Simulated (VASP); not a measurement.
# W (Im-3m) in VASP: single point with r2SCAN

Aim: the single point of W with r2SCAN.

Everything below comes from runs of VASP 6.6.1. Logs are shortened: lines on timing, memory, paths and dates and some standing lists are left out, and cuts for length are marked.

## 1. The cell of the first run

Symmetry: Im-3m, No. 229, cubic system. The conventional cell has a = 3.235 Å, b = 3.235 Å, c = 3.235 Å, α = 90.00°, β = 90.00°, γ = 90.00°. W (site symmetry m-3m) has 14 W at 2.80 to 3.23 Å within 3.7 Å.

## 2. Single point, r2SCAN

POSCAR

```
W
1.0
   -1.6174891400      1.6174891400      1.6174891400
    1.6174891400     -1.6174891400      1.6174891400
    1.6174891400      1.6174891400     -1.6174891400
W
1
Direct
    0.0000000000      0.0000000000      0.0000000000
```

INCAR.step1

```
SYSTEM = W
PREC = Accurate
ENCUT = 520
ISMEAR = -1
SIGMA = 0.1
LREAL = .False.
LASPH = .True.
NELM = 100
NBANDS = 13
GGA = PE
ALGO = Normal
EDIFF = 1E-4
LWAVE = .True.
LCHARG = .False.
```

INCAR.step2

```
SYSTEM = W
PREC = Accurate
ENCUT = 520
EDIFF = 1E-7
ISMEAR = -1
SIGMA = 0.1
LREAL = .False.
LASPH = .True.
NELM = 100
ALGO = Normal
ISIF = 2
LWAVE = .False.
LCHARG = .True.
METAGGA = R2SCAN
LMIXTAU = .True.
LELF = .True.
LVHAR = .True.
NBANDS = 13
ISTART = 1
```

KPOINTS

```
Automatic mesh
0
Gamma
  14 14 14
  0 0 0
```

Potentials or basis: VASP PAW PBE potentials, release 64 (W_sv).

On the command line:

```sh
$ cat potpaw_PBE.64/W_sv/POTCAR > POTCAR
$ cp INCAR.step1 INCAR
$ mpirun -np 1 vasp_std > vasp.out
$ cp INCAR.step2 INCAR
$ mpirun -np 1 vasp_std > vasp.out
```

OUTCAR:

```text
SYSTEM = W
   PREC = Accurate
   ENCUT = 520
   EDIFF = 1E-7
   ISMEAR = -1
   LREAL = .False.
   LASPH = .True.
   NELM = 100
   ISIF = 2
   METAGGA = R2SCAN
   ISTART = 1

 ion  position               nearest neighbor table
   1  0.000  0.000  0.000-

  LATTYP: Found a body centered cubic cell.
 ALAT       =     3.2349782800

  Lattice vectors:

 A1 = (  -1.6174891400,   1.6174891400,   1.6174891400)
 A2 = (   1.6174891400,  -1.6174891400,   1.6174891400)
 A3 = (   1.6174891400,   1.6174891400,  -1.6174891400)

Analysis of symmetry for initial positions (statically):
=====================================================================
 Subroutine PRICEL returns:
 Original cell was already a primitive cell.

 Routine SETGRP: Setting up the symmetry group for a
 body centered cubic supercell.

 Subroutine GETGRP returns: Found 48 space group operations
 (whereof 48 operations were pure point group operations)
 out of a pool of 48 trial point group operations.

The static configuration has the point symmetry O_h .

Analysis of symmetry for dynamics (positions and initial velocities):
=====================================================================
 Subroutine PRICEL returns:
 Original cell was already a primitive cell.

 Routine SETGRP: Setting up the symmetry group for a
 body centered cubic supercell.

 Subroutine GETGRP returns: Found 48 space group operations
 (whereof 48 operations were pure point group operations)
 out of a pool of 48 trial point group operations.

The dynamic configuration has the point symmetry O_h .

 Subroutine INISYM returns: Found 48 space group operations
 (whereof 48 operations are pure point group operations),
 and found     1 'primitive' translations

----------------------------------------------------------------------------------------

                                     Primitive cell

  volume of cell :      16.9272

  direct lattice vectors                    reciprocal lattice vectors
    -1.617489140  1.617489140  1.617489140     0.000000000  0.309121086  0.309121086
     1.617489140 -1.617489140  1.617489140     0.309121086  0.000000000  0.309121086
     1.617489140  1.617489140 -1.617489140     0.309121086  0.309121086  0.000000000

  length of vectors
     2.801573371  2.801573371  2.801573371     0.437163233  0.437163233  0.437163233

  position of ions in fractional coordinates (direct lattice)
     0.000000000  0.000000000  0.000000000

  ion indices of the primitive-cell ions
   primitive index   ion index
                 1           1

----------------------------------------------------------------------------------------

 KPOINTS: Automatic mesh

Automatic generation of k-mesh.
 Grid dimensions read from file:
 generate k-points for:   14   14   14

 Generating k-lattice:

  Cartesian coordinates                     Fractional coordinates (reciprocal lattice)
     0.000000000  0.022080078  0.022080078     0.071428571  0.000000000  0.000000000
     0.022080078  0.000000000  0.022080078     0.000000000  0.071428571  0.000000000
     0.022080078  0.022080078  0.000000000     0.000000000  0.000000000  0.071428571

  Length of vectors
     0.031225945  0.031225945  0.031225945

  Shift w.r.t. Gamma in fractional coordinates (k-lattice)
     0.000000000  0.000000000  0.000000000

 Subroutine IBZKPT returns following result:
 ===========================================

 Found    104 irreducible k-points:

 Following reciprocal coordinates:
            Coordinates               Weight
  0.000000  0.000000  0.000000      1.000000
  0.071429  0.000000  0.000000     12.000000
  0.142857  0.000000  0.000000     12.000000
  0.214286  0.000000  0.000000     12.000000
  0.285714  0.000000  0.000000     12.000000
  0.357143  0.000000  0.000000     12.000000
[... 16 lines left out ...]
  0.285714  0.285714  0.000000     24.000000
  0.357143  0.285714 -0.000000     24.000000
 [... further k-points ...]
   k-points           NKPTS =    104   k-points in BZ     NKDIM =    104   number of bands    NBANDS=     13
   number of dos      NEDOS =    301   number of ions     NIONS =      1
   total plane-waves  NPLWV =  13824
   dimension x,y,z NGX =    24 NGY =   24 NGZ =   24
   dimension x,y,z NGXF=    48 NGYF=   48 NGZF=   48
   ions per type =               1
   NGX,Y,Z   is equivalent  to a cutoff of  14.24, 14.24, 14.24 a.u.
   NGXF,Y,Z  is equivalent  to a cutoff of  28.48, 28.48, 28.48 a.u.
 SYSTEM =  W
   PREC   = accura    normal or accurate (medium, high low for compatibility)
   ISTART =      1    job   : 0-new  1-cont  2-samecut
   ICHARG =      0    charge: 1-file 2-atom 10-const
   ISPIN  =      1    spin polarized calculation?
   LNONCOLLINEAR =      F non collinear calculations
   LSORBIT =      F    spin-orbit coupling
   LASPH  =      T    aspherical Exc in radial PAW
   ENCUT  =  520.0 eV  38.22 Ry    6.18 a.u.   5.21  5.21  5.21*2*pi/ulx,y,z
   NELM   =    100;   NELMIN=  2; NELMDL=  0     # of ELM steps
   EDIFF  = 0.1E-06   stopping-criterion for ELM
   LREAL  =      F    real-space projection
   EDIFFG = 0.1E-05   stopping-criterion for IOM
   NSW    =      0    number of steps for IOM
   IBRION =     -1    ionic relax: 0-MD 1-quasi-New 2-CG
   NFREE  =      0    steps in history (QN), initial steepest desc. (CG)
   ISIF   =      2    stress and relaxation
   ISYM   =      2    0-nonsym 1-usesym 2-fastsym
   POTIM  = 0.5000    time-step for ionic-motion
   TEBEG  =    0.0;   TEEND  =   0.0 temperature during run
   PSTRESS=    0.0 pullay stress
   NELECT =      14.0000    total number of electrons
   NUPDOWN=      -1.0000    fix difference up-down
   EMIN   =  10.00;   EMAX   =-10.00  energy-range for DOS
   EFERMI =   0.00;   METHOD = LEGACY
   ISMEAR =    -1;   SIGMA  =   0.10  broadening in eV -4-tet -1-fermi 0-gaus
   EFERMI_NEDOS =   21; number of points for ismear=-14 and -15
   IALGO  =     38    algorithm
   IMIX   =      4    mixing-type and parameters
     AMIX     =   0.40;   BMIX     =  1.00
     AMIX_MAG =   1.60;   BMIX_MAG =  1.00
  volume/ion in A,a.u.               =      16.93       114.23
  Fermi-wavevector in a.u.,A,eV,Ry     =   1.536701  2.903944 32.129492  2.361451
  Thomas-Fermi vector in A             =   2.643313
   LORBIT       =      0    0 simple, 1 ext, 2 COOP (PROOUT), +10 PAW based schemes
   METAGGA = R2SCAN    functional components
   LHFCALC =     F    Hartree Fock is set to
   AEXX    =    0.0000 exact exchange contribution
   IVDW    =     0    specifies the selected vdW correction
   LEPSILON=     F    determine dielectric tensor
   LRPA    =     F    only Hartree local field effects (RPA)
 non-spin polarized calculation
  energy-cutoff  :      520.00
  volume of cell :       16.93
 maximum number of plane-waves:       472
 NGX is ok and might be reduce to    24
   NGX = 11   NGY = 11   NGZ = 11

 number of electron      13.9999998 magnetization

 Free energy of the ion-electron system (eV)
  ---------------------------------------------------
  ext. energy  EPLUGINS =         0.00000000
  ---------------------------------------------------
  free energy    TOTEN  =       -51.30379460 eV

  energy without entropy =      -51.28852176  energy(sigma->0) =      -51.29615818

 E-fermi :  10.3957     XC(G=0): -14.5400

 val. band max:       10.3163890469   @ k =  -0.4286  -0.4286   0.2857
 cond. band min:      10.4248470505   @ k =  -0.4286   0.5000   0.2857
 fundamental gap:      0.1084580036
 Fermi energy:        10.3956815256

 k-point     1 :       0.0000    0.0000    0.0000
  band No.  band energies     occupation
      1     -65.8515      2.00000
      2     -28.8032      2.00000
      3     -28.8032      2.00000
      4     -28.8032      2.00000
      5       0.6089      2.00000
      6       9.1830      1.99999
      7       9.1830      1.99999
      8       9.1831      1.99999
      9      12.7712      0.00000
     10      12.7712      0.00000
     11      25.4719      0.00000
     12      25.4719      0.00000
     13      25.4719      0.00000

 k-point     2 :       0.0714    0.0000    0.0000
  band No.  band energies     occupation
      1     -65.8459      2.00000
      2     -28.8617      2.00000
      3     -28.8216      2.00000
      4     -28.8033      2.00000
      5       0.8469      2.00000
      6       9.0408      2.00000
      7       9.1477      1.99999
      8       9.4102      1.99989
      9      12.5522      0.00000
     10      12.7723      0.00000
     11      25.6626      0.00000
     12      25.8783      0.00000
     13      26.0014      0.00000

 k-point     3 :       0.1429    0.0000    0.0000
  band No.  band energies     occupation
      1     -65.8303      2.00000
      2     -29.0234      2.00000
      3     -28.8730      2.00000
      4     -28.8039      2.00000
      5       1.5205      2.00000
      6       8.6654      2.00000
      7       8.9851      2.00000
      8      10.0789      1.91924
      9      12.1666      0.00000
     10      12.7926      0.00000
     11      26.0366      0.00000
     12      27.0395      0.00000
     13      27.1340      0.00000
[... 305 lines left out ...]
 k-point    23 :       0.2857    0.2857    0.0000
  band No.  band energies     occupation
      1     -65.7285      2.00000
      2     -29.6934      2.00000
      3     -29.4000      2.00000
      4     -28.9347      2.00000
      5       5.9002      2.00000
      6       7.2518      2.00000
      7       8.1165      2.00000
      8      12.6215      0.00000
      9      13.4342      0.00000
     10      18.6994      0.00000
     11      19.5055      0.00000
     12      23.2689      0.00000
     13      27.1258      0.00000

 k-point    24 :       0.3571    0.2857   -0.0000
  band No.  band energies     occupation
      1     -65.7249      2.00000
      2     -29.6511      2.00000
      3     -29.4823      2.00000
      4     -28.9407      2.00000
      5       6.0194      2.00000
      6       7.3888      2.00000
      7       8.0189      2.00000
      8      12.8597      0.00000
      9      13.4093      0.00000
     10      18.5459      0.00000
     11      20.1173      0.00000
     12      22.1965      0.00000
     13      27.5290      0.00000

 [... further k-points ...]
[... 5 lines left out ...]
  --------------------------------------------------------------------------------------
  -------------------------------------------------------------------------------------
  Total       -1.7316507     -1.7316507     -1.7316507      0.0000000      0.0000000      0.0000000
  in kB     -163.9029462   -163.9029462   -163.9029462      0.0000000      0.0000000      0.0000000
  external PRESSURE =    -163.9029462 kB  Pullay stress =       0.0000000 kB

 VOLUME and BASIS-vectors are now :
 -----------------------------------------------------------------------------
  energy-cutoff  :      520.00
  volume of cell :       16.93
      direct lattice vectors                 reciprocal lattice vectors
    -1.617489140  1.617489140  1.617489140     0.000000000  0.309121086  0.309121086
     1.617489140 -1.617489140  1.617489140     0.309121086  0.000000000  0.309121086
     1.617489140  1.617489140 -1.617489140     0.309121086  0.309121086  0.000000000

 POSITION                                       TOTAL-FORCE (eV/Angst)
 -----------------------------------------------------------------------------------
      0.00000      0.00000      0.00000        -0.000000      0.000000     -0.000000
 -----------------------------------------------------------------------------------
    total drift:                                0.000000      0.000000      0.000000

  FREE ENERGIE OF THE ION-ELECTRON SYSTEM (eV)
  ---------------------------------------------------
  free  energy   TOTEN  =       -51.3037945970 eV

  energy  without entropy=      -51.2885217640  energy(sigma->0) =      -51.29615818
```

Run time: 58 s. Hardware: 1 thread of Intel Xeon Platinum 8375C at 2.90GHz (Ice Lake), shared host; peak memory 0.15 GiB.

Results:

```
Free energy            : -51.3038 eV
Pressure               : -16.4 GPa
Band gap on the k mesh : zero (band 7 reaches 15.23 eV, above the bottom of band 8 at 9.18 eV)
```

Caveat: the PAW data sets were made with another functional, which shifts forces and pressure a little; spin-orbit coupling is left out, which moves the levels of the heavy elements.
